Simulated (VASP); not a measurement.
Wanted: the native input for a VASP 6.6.1 run.

| Item | Value |
| --- | --- |
| Task | single point |
| Functional | PBEsol |
| Potentials or basis | VASP PAW PBE potentials, release 64 (Sb) |
| Cutoff | 520 eV |
| k mesh | 16 × 16 × 16 |
| Occupations | gaussian, width 0.15 eV |
| Spin | no spin polarisation |
| Dipole correction | no |
| Further INCAR settings | ALGO = Normal; EDIFF = 1e-06; NBANDS = 8 |

The structure of Sb lies in POSCAR:

```
Sb
1.0
    3.1600000000      0.0000000000      0.0000000000
    0.0000000000      3.1600000000     -0.0948000000
    0.0000000000     -0.0948000000      3.1600000000
Sb
1
Direct
    0.0000000000      0.0000000000      0.0000000000
```

This cell differs from its parent crystal: strain -0.0600 x Voigt [0, 0, 0, 1, 0, 0].

These files were run (other wordings do the same):

INCAR

```
SYSTEM = Sb
PREC = Accurate
ENCUT = 520
EDIFF = 1E-6
ISMEAR = 0
SIGMA = 0.15
LREAL = .False.
LASPH = .True.
NELM = 60
ALGO = Normal
ISIF = 2
LWAVE = .False.
LCHARG = .False.
GGA = PS
NBANDS = 8
```

KPOINTS

```
Automatic mesh
0
Gamma
  16 16 16
  0 0 0
```

Potentials or basis: VASP PAW PBE potentials, release 64 (Sb).

Run with:

```bash
$ cat potpaw_PBE.64/Sb/POTCAR > POTCAR
$ mpirun -np 1 vasp_std > vasp.out
```

Results of the run:

```yaml
Pressure: -4.9 GPa
Band_gap_on_the_k_mesh: zero (an odd number of electrons rules out a gap without spin polarisation)
```

Caveat: the cell differs from its parent crystal (strain -0.0600 x Voigt [0, 0, 0, 1, 0, 0]); the cell stands under tension; the PAW data sets were made with another functional, which shifts forces and pressure a little; spin-orbit coupling is left out, which moves the levels of the heavy elements.

Wall time 97 s on 1 thread of AMD EPYC 7R13 (shared host), peak memory 0.24 GiB.
